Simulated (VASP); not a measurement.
# KNa2Rh (P4/mmm) in VASP: a series of runs

KNa2Rh is run at these levels: PBE; tasks: single point, relaxation of cell and atoms.

All numbers are computed with VASP 6.6.1; they aren't measurements. Logs are shortened: lines on timing, memory, paths and dates and some standing lists are left out, and cuts for length are marked.

## (1) The cell of the first run

Symmetry: P4/mmm, No. 123, tetragonal system. The conventional cell has a = 3.658 Å, b = 3.658 Å, c = 9.146 Å, α = 90.00°, β = 90.00°, γ = 90.00°. Within 4.8 Å of K (site symmetry 4/mmm) lie 4 K at 3.66 Å and 8 Na at 4.03 Å and 2 Rh at 4.57 Å. Within 3.9 Å of Na (site symmetry 4mm) lie 5 Na at 2.96 to 3.66 Å and 4 Rh at 2.98 Å. Rh (site symmetry 4/mmm) has 8 Na at 2.98 Å and 4 Rh at 3.66 Å within 3.9 Å.

## (2) Single point, PBE

Input file INCAR:

```
SYSTEM = KNa2Rh
PREC = Accurate
ENCUT = 520
EDIFF = 1E-6
ISMEAR = 0
SIGMA = 0.1
LREAL = .False.
LASPH = .True.
NELM = 100
ALGO = Normal
ISIF = 2
LWAVE = .False.
LCHARG = .False.
GGA = PE
NBANDS = 27
```

Input file KPOINTS:

```
regular mesh
0
Gamma
  6 6 2
  0 0 0
```

Input file POSCAR:

```
KNa2Rh
1.0
    3.6575862999      0.0000000000      0.0000000000
    0.0000000000      3.6575862999      0.0000000000
    0.0000000000      0.0000000000      9.1455155540
K Na Rh
1 2 1
Direct
    0.5000000000      0.5000000000      0.5000000000
    0.0000000000      0.0000000000      0.8381425055
    0.0000000000      0.0000000000      0.1618574945
    0.5000000000      0.5000000000      0.0000000000
```

Potentials or basis: VASP PAW PBE potentials, release 64 (K_sv, Na_pv, Rh_pv).

On the command line:

```
$ cat potpaw_PBE.64/K_sv/POTCAR potpaw_PBE.64/Na_pv/POTCAR potpaw_PBE.64/Rh_pv/POTCAR > POTCAR
$ mpirun -np 1 vasp_std > vasp.out
```

OUTCAR:

```text
SYSTEM = KNa2Rh
   PREC = Accurate
   ENCUT = 520
   EDIFF = 1E-6
   ISMEAR = 0
   LREAL = .False.
   LASPH = .True.
   NELM = 100
   ISIF = 2
   GGA = PE

 ion  position               nearest neighbor table
   1  0.500  0.500  0.500-
   2  0.000  0.000  0.838-   4 2.98   4 2.98   4 2.98   4 2.98
   3  0.000  0.000  0.162-   4 2.98   4 2.98   4 2.98   4 2.98
   4  0.500  0.500  0.000-   2 2.98   3 2.98   2 2.98   3 2.98   2 2.98   3 2.98   2 2.98   3 2.98

  LATTYP: Found a simple tetragonal cell.
 ALAT       =     3.6575862999
 C/A-ratio  =     2.5004237232

  Lattice vectors:

 A1 = (   3.6575862999,   0.0000000000,   0.0000000000)
 A2 = (   0.0000000000,   3.6575862999,   0.0000000000)
 A3 = (   0.0000000000,   0.0000000000,   9.1455155540)

Analysis of symmetry for initial positions (statically):
=====================================================================
 Subroutine PRICEL returns:
 Original cell was already a primitive cell.

 Routine SETGRP: Setting up the symmetry group for a
 simple tetragonal supercell.

 Subroutine GETGRP returns: Found 16 space group operations
 (whereof 16 operations were pure point group operations)
 out of a pool of 16 trial point group operations.

The static configuration has the point symmetry D_4h.

Analysis of symmetry for dynamics (positions and initial velocities):
=====================================================================
 Subroutine PRICEL returns:
 Original cell was already a primitive cell.

 Routine SETGRP: Setting up the symmetry group for a
 simple tetragonal supercell.

 Subroutine GETGRP returns: Found 16 space group operations
 (whereof 16 operations were pure point group operations)
 out of a pool of 16 trial point group operations.

The dynamic configuration has the point symmetry D_4h.

 Subroutine INISYM returns: Found 16 space group operations
 (whereof 16 operations are pure point group operations),
 and found     1 'primitive' translations

----------------------------------------------------------------------------------------

                                     Primitive cell

  volume of cell :     122.3481

  direct lattice vectors                    reciprocal lattice vectors
     3.657586300  0.000000000  0.000000000     0.273404349  0.000000000  0.000000000
     0.000000000  3.657586300  0.000000000     0.000000000  0.273404349  0.000000000
     0.000000000  0.000000000  9.145515554     0.000000000  0.000000000  0.109343207

  length of vectors
     3.657586300  3.657586300  9.145515554     0.273404349  0.273404349  0.109343207

  position of ions in fractional coordinates (direct lattice)
     0.500000000  0.500000000  0.500000000
     0.000000000  0.000000000  0.838142506
     0.000000000  0.000000000  0.161857494
     0.500000000  0.500000000  0.000000000

  ion indices of the primitive-cell ions
   primitive index   ion index
                 1           1
                 2           2
                 3           3
                 4           4

----------------------------------------------------------------------------------------

 KPOINTS: regular mesh

Automatic generation of k-mesh.
 Grid dimensions read from file:
 generate k-points for:    6    6    2

 Generating k-lattice:

  Cartesian coordinates                     Fractional coordinates (reciprocal lattice)
     0.045567391  0.000000000  0.000000000     0.166666667  0.000000000  0.000000000
     0.000000000  0.045567391  0.000000000     0.000000000  0.166666667  0.000000000
     0.000000000  0.000000000  0.054671603     0.000000000  0.000000000  0.500000000

  Length of vectors
     0.045567391  0.045567391  0.054671603

  Shift w.r.t. Gamma in fractional coordinates (k-lattice)
     0.000000000  0.000000000  0.000000000

 Subroutine IBZKPT returns following result:
 ===========================================

 Found     20 irreducible k-points:

 Following reciprocal coordinates:
            Coordinates               Weight
  0.000000  0.000000  0.000000      1.000000
  0.166667  0.000000  0.000000      4.000000
  0.333333  0.000000  0.000000      4.000000
  0.500000  0.000000  0.000000      2.000000
  0.166667  0.166667  0.000000      4.000000
  0.333333  0.166667  0.000000      8.000000
[... 12 lines left out ...]
  0.500000  0.333333  0.500000      4.000000
  0.500000  0.500000  0.500000      1.000000
   k-points           NKPTS =     20   k-points in BZ     NKDIM =     20   number of bands    NBANDS=     27
   number of dos      NEDOS =    301   number of ions     NIONS =      4
   total plane-waves  NPLWV =  54880
   dimension x,y,z NGX =    28 NGY =   28 NGZ =   70
   dimension x,y,z NGXF=    56 NGYF=   56 NGZF=  140
   ions per type =               1   2   1
   NGX,Y,Z   is equivalent  to a cutoff of  12.73, 12.73, 12.72 a.u.
   NGXF,Y,Z  is equivalent  to a cutoff of  25.45, 25.45, 25.45 a.u.
 SYSTEM =  KNa2Rh
   PREC   = accura    normal or accurate (medium, high low for compatibility)
   ISTART =      0    job   : 0-new  1-cont  2-samecut
   ICHARG =      2    charge: 1-file 2-atom 10-const
   ISPIN  =      1    spin polarized calculation?
   LNONCOLLINEAR =      F non collinear calculations
   LSORBIT =      F    spin-orbit coupling
   LASPH  =      T    aspherical Exc in radial PAW
   ENCUT  =  520.0 eV  38.22 Ry    6.18 a.u.   6.80  6.80 17.00*2*pi/ulx,y,z
   NELM   =    100;   NELMIN=  2; NELMDL= -5     # of ELM steps
   EDIFF  = 0.1E-05   stopping-criterion for ELM
   LREAL  =      F    real-space projection
   EDIFFG = 0.1E-04   stopping-criterion for IOM
   NSW    =      0    number of steps for IOM
   IBRION =     -1    ionic relax: 0-MD 1-quasi-New 2-CG
   NFREE  =      0    steps in history (QN), initial steepest desc. (CG)
   ISIF   =      2    stress and relaxation
   ISYM   =      2    0-nonsym 1-usesym 2-fastsym
   POTIM  = 0.5000    time-step for ionic-motion
   TEBEG  =    0.0;   TEEND  =   0.0 temperature during run
   PSTRESS=    0.0 pullay stress
   NELECT =      38.0000    total number of electrons
   NUPDOWN=      -1.0000    fix difference up-down
   EMIN   =  10.00;   EMAX   =-10.00  energy-range for DOS
   EFERMI =   0.00;   METHOD = LEGACY
   ISMEAR =     0;   SIGMA  =   0.10  broadening in eV -4-tet -1-fermi 0-gaus
   EFERMI_NEDOS =   21; number of points for ismear=-14 and -15
   IALGO  =     38    algorithm
   IMIX   =      4    mixing-type and parameters
     AMIX     =   0.40;   BMIX     =  1.00
     AMIX_MAG =   1.60;   BMIX_MAG =  1.00
  volume/ion in A,a.u.               =      30.59       206.41
  Fermi-wavevector in a.u.,A,eV,Ry     =   1.108673  2.095089 16.723688  1.229156
  Thomas-Fermi vector in A             =   2.245203
   LORBIT       =      0    0 simple, 1 ext, 2 COOP (PROOUT), +10 PAW based schemes
   GGA     = PE    functional components
   LHFCALC =     F    Hartree Fock is set to
   AEXX    =    0.0000 exact exchange contribution
   IVDW    =     0    specifies the selected vdW correction
   LEPSILON=     F    determine dielectric tensor
   LRPA    =     F    only Hartree local field effects (RPA)
 non-spin polarized calculation
 Gauss-broadening in eV      SIGMA  =   0.10
  energy-cutoff  :      520.00
  volume of cell :      122.35
 maximum number of plane-waves:      3328
 NGX is ok and might be reduce to    28
   NGX = 13   NGY = 13   NGZ = 35

 number of electron      38.0000013 magnetization

 Free energy of the ion-electron system (eV)
  ---------------------------------------------------
  ext. energy  EPLUGINS =         0.00000000
  ---------------------------------------------------
  free energy    TOTEN  =        -9.07389859 eV

  energy without entropy =       -9.04191369  energy(sigma->0) =       -9.05790614

 E-fermi :   1.4945     XC(G=0):  -7.7745

 val. band max:        1.4944992471   @ k =   0.1667   0.0000   0.0000
 cond. band min:       1.5339435031   @ k =   0.0000   0.0000   0.5000
 fundamental gap:      0.0394442560
 Fermi energy:         1.4945366058

 k-point     1 :       0.0000    0.0000    0.0000
  band No.  band energies     occupation
      1     -42.9490      2.00000
      2     -42.9490      2.00000
      3     -42.8773      2.00000
      4     -30.6613      2.00000
      5     -22.1162      2.00000
      6     -22.0308      2.00000
[... 19 lines left out ...]
     26       7.6589      0.00000
     27       8.9622      0.00000

 k-point     2 :       0.1667    0.0000    0.0000
  band No.  band energies     occupation
      1     -42.9519      2.00000
      2     -42.9488      2.00000
      3     -42.8771      2.00000
      4     -30.6533      2.00000
      5     -22.1150      2.00000
      6     -22.0303      2.00000
[... 19 lines left out ...]
     26       7.3500      0.00000
     27       7.7820      0.00000

 k-point     3 :       0.3333    0.0000    0.0000
  band No.  band energies     occupation
      1     -42.9576      2.00000
      2     -42.9484      2.00000
      3     -42.8766      2.00000
      4     -30.6374      2.00000
      5     -22.1128      2.00000
      6     -22.0294      2.00000
[... 19 lines left out ...]
     26       7.2751      0.00000
     27       7.7269      0.00000

 k-point     4 :       0.5000    0.0000    0.0000
  band No.  band energies     occupation
      1     -42.9605      2.00000
      2     -42.9482      2.00000
      3     -42.8764      2.00000
      4     -30.6295      2.00000
      5     -22.1116      2.00000
      6     -22.0330      2.00000
[... 19 lines left out ...]
     26       6.9449      0.00000
     27       8.2640      0.00000
[... 396 lines left out ...]
      4     -30.6143      2.00000
      5     -22.1109      2.00000
      6     -22.0278      2.00000
[... 19 lines left out ...]
     26       6.1290      0.00000
     27       6.3382      0.00000

 k-point    19 :       0.5000    0.3333    0.5000
  band No.  band energies     occupation
      1     -42.9599      2.00000
      2     -42.9568      2.00000
      3     -42.8757      2.00000
      4     -30.6066      2.00000
      5     -22.1102      2.00000
      6     -22.0293      2.00000
[... 19 lines left out ...]
     26       5.8921      0.00000
     27       6.7107      0.00000

 k-point    20 :       0.5000    0.5000    0.5000
  band No.  band energies     occupation
      1     -42.9596      2.00000
      2     -42.9596      2.00000
      3     -42.8755      2.00000
      4     -30.5989      2.00000
      5     -22.1098      2.00000
      6     -22.0281      2.00000
[... 19 lines left out ...]
     26       5.3235      0.00000
     27       5.3235      0.00000

------------------------ aborting loop because EDIFF is reached ----------------------------------------

  FORCE on cell =-STRESS in cart. coord.  units (eV):
  Direction    XX          YY          ZZ          XY          YZ          ZX
  --------------------------------------------------------------------------------------
  -------------------------------------------------------------------------------------
  Total       -0.1693633     -0.1693633     -0.0468737      0.0000000      0.0000000      0.0000000
  in kB       -2.2178516     -2.2178516     -0.6138218      0.0000000      0.0000000      0.0000000
  external PRESSURE =      -1.6831750 kB  Pullay stress =       0.0000000 kB

 VOLUME and BASIS-vectors are now :
 -----------------------------------------------------------------------------
  energy-cutoff  :      520.00
  volume of cell :      122.35
      direct lattice vectors                 reciprocal lattice vectors
     3.657586300  0.000000000  0.000000000     0.273404349  0.000000000  0.000000000
     0.000000000  3.657586300  0.000000000     0.000000000  0.273404349  0.000000000
     0.000000000  0.000000000  9.145515554     0.000000000  0.000000000  0.109343207

 POSITION                                       TOTAL-FORCE (eV/Angst)
 -----------------------------------------------------------------------------------
      1.82879      1.82879      4.57276         0.000000      0.000000      0.000000
      0.00000      0.00000      7.66525         0.000000     -0.000000     -0.006702
      0.00000      0.00000      1.48027        -0.000000      0.000000      0.006702
      1.82879      1.82879      0.00000         0.000000      0.000000      0.000000
 -----------------------------------------------------------------------------------
    total drift:                                0.000000      0.000000     -0.000000

  FREE ENERGIE OF THE ION-ELECTRON SYSTEM (eV)
  ---------------------------------------------------
  free  energy   TOTEN  =        -9.0738985930 eV

  energy  without entropy=       -9.0419136912  energy(sigma->0) =       -9.05790614
```

Wall time 68 s (1 thread of Intel Xeon Platinum 8259CL at 2.50GHz (Skylake/Cascade Lake), shared host); peak memory 0.25 GiB.

Results:

| Property | Result |
| --- | --- |
| Free energy | -9.0739 eV |
| Pressure | -0.2 GPa |
| Largest force | 0.007 eV/Å |
| Band gap on the k mesh | zero (band 19 reaches 2.43 eV, above the bottom of band 20 at 1.30 eV) |

Forces in eV/Å, atoms in the order of the input:
```
K    0.000  0.000  0.000
Na   0.000  0.000 -0.007
Na   0.000  0.000  0.007
Rh   0.000  0.000  0.000
```

Levels at points of the mesh, in eV from the Fermi level:
```
           k point  band 17  band 18  band 19  band 20  band 21  band 22
(0.00, 0.00, 0.00)    -0.89    -0.40    -0.11    -0.11     0.04     3.19
(0.50, 0.00, 0.00)    -0.38    -0.08     0.00     0.90     1.46     1.60
(0.50, 0.50, 0.00)    -0.27     0.47     0.93     2.32     2.32     2.79
(0.00, 0.00, 0.50)    -0.93    -0.11    -0.11     0.04     0.88     1.66
(0.50, 0.00, 0.50)    -0.38    -0.08     0.09     0.59     0.92     1.13
(0.50, 0.50, 0.50)    -0.24     0.47     0.91     2.13     2.13     3.02
```

## (3) Relaxation of cell and atoms, PBE

This run uses another cell than the first one, of 30.70 Å³/atom, 1.004 times its volume.

Input file INCAR:

```
ALGO     = Normal         # electronic algorithm
EDIFF    = 1E-6           # SCF threshold, eV
EDIFFG   = -0.04          # ionic threshold
ENCUT    = 600            # plane-wave cutoff, eV
GGA      = PE             # functional
IBRION   = 2              # ionic algorithm
ISIF     = 3              # what is computed and relaxed
ISMEAR   = 0              # smearing method
LASPH    = T              # aspherical terms in the spheres
LCHARG   = F              # write CHGCAR
LREAL    = F              # projectors in reciprocal space
LWAVE    = F              # write WAVECAR
NELM     = 100            # most SCF steps
NSW      = 90             # ionic steps
PREC     = Accurate       # precision mode
SIGMA    = 0.1            # smearing width, eV
```

Input file KPOINTS:

```
k-points
0
Gamma
  6 6 2
```

Input file POSCAR:

```
KNa2Rh
1.0
    3.4632291381      0.0000000000      0.0000000000
    0.0000000000      3.4632291381      0.0000000000
    0.0000000000      0.0000000000     10.2370390937
K Na Rh
1 2 1
Direct
    0.5000000000      0.5000000000      0.5000000000
    0.0000000000      0.0000000000      0.8405127135
    0.0000000000      0.0000000000      0.1594872865
    0.5000000000      0.5000000000      0.0000000000
```

Potentials or basis: VASP PAW PBE potentials, release 64 (K_sv, Na_pv, Rh_pv).

On the command line:

```
$ cat potpaw_PBE.64/K_sv/POTCAR potpaw_PBE.64/Na_pv/POTCAR potpaw_PBE.64/Rh_pv/POTCAR > POTCAR
$ mpirun -np 1 vasp_std > vasp.out
```

Wall time 9.9 min (1 thread of Intel Xeon Platinum 8259CL at 2.50GHz (Skylake/Cascade Lake), shared host); peak memory 0.29 GiB.

The run converged. Its results:

- Free energy: -9.0746 eV
- Relaxed volume: 30.26 Å³/atom
- Relaxed cell: a = 3.610 Å, b = 3.610 Å, c = 9.289 Å, α = 90.00°, β = 90.00°, γ = 90.00°
- Space group after relaxing (to 0.05 Å): P4/mmm (No. 123)
- Energy gained by relaxing: 7.8 meV/atom
- Ionic steps: 13
- Pressure after relaxing: 0.1 GPa
- Largest force after relaxing: 0.025 eV/Å
- Band gap on the k mesh: zero (band 19 reaches 2.47 eV, above the bottom of band 20 at 1.38 eV)

Forces on the atoms (eV/Å):
```
K    0.000  0.000  0.000
Na   0.000  0.000 -0.025
Na   0.000  0.000  0.025
Rh   0.000  0.000  0.000
```

The path:
```csv
step,energy change (eV),largest force (eV/Å),pressure (GPa),volume (Å³)
1,0.0000,0.0250,0.33,122.78
2,-0.0042,0.0004,0.13,123.91
3,-0.0075,0.0331,-0.10,125.53
4,-0.0050,0.0933,-0.56,128.78
5,-0.0080,0.0515,-0.25,126.48
6,-0.0120,0.0402,-0.26,126.21
7,-0.0222,0.0022,-0.18,125.29
8,-0.0250,0.1253,-0.02,123.06
9,-0.0277,0.0604,-0.14,124.15
10,-0.0278,0.0679,-0.12,124.02
11,-0.0296,0.0635,0.01,122.56
12,-0.0302,0.0588,0.16,121.01
13,-0.0312,0.0251,0.07,121.05
```

Final structure:
```yaml
crystal:
  lattice:
    - [3.60993, 0.00000, 0.00000]
    - [0.00000, 3.60993, 0.00000]
    - [0.00000, 0.00000, 9.28860]
  atoms:
    - { symbol: K, position: [0.50000, 0.50000, 0.50000] }
    - { symbol: Na, position: [0.00000, 0.00000, 0.83859] }
    - { symbol: Na, position: [0.00000, 0.00000, 0.16141] }
    - { symbol: Rh, position: [0.50000, 0.50000, 0.00000] }
```

Levels at points of the mesh, in eV from the Fermi level:
```tsv
k point	band 16	band 17	band 18	band 19	band 20	band 21	band 22	band 23
(0.00, 0.00, 0.00)	-1.17	-0.98	-0.48	-0.11	-0.11	0.05	3.13	3.15
(0.50, 0.00, 0.00)	-0.62	-0.39	-0.08	0.03	0.94	1.38	1.57	1.66
(0.50, 0.50, 0.00)	-0.75	-0.28	0.51	0.86	2.40	2.40	2.93	3.03
(0.00, 0.00, 0.50)	-1.17	-1.00	-0.11	-0.11	0.05	0.75	1.50	3.13
(0.50, 0.00, 0.50)	-0.53	-0.39	-0.08	0.10	0.59	0.92	1.20	2.08
(0.50, 0.50, 0.50)	-0.74	-0.25	0.51	0.85	2.19	2.19	3.17	3.73
```
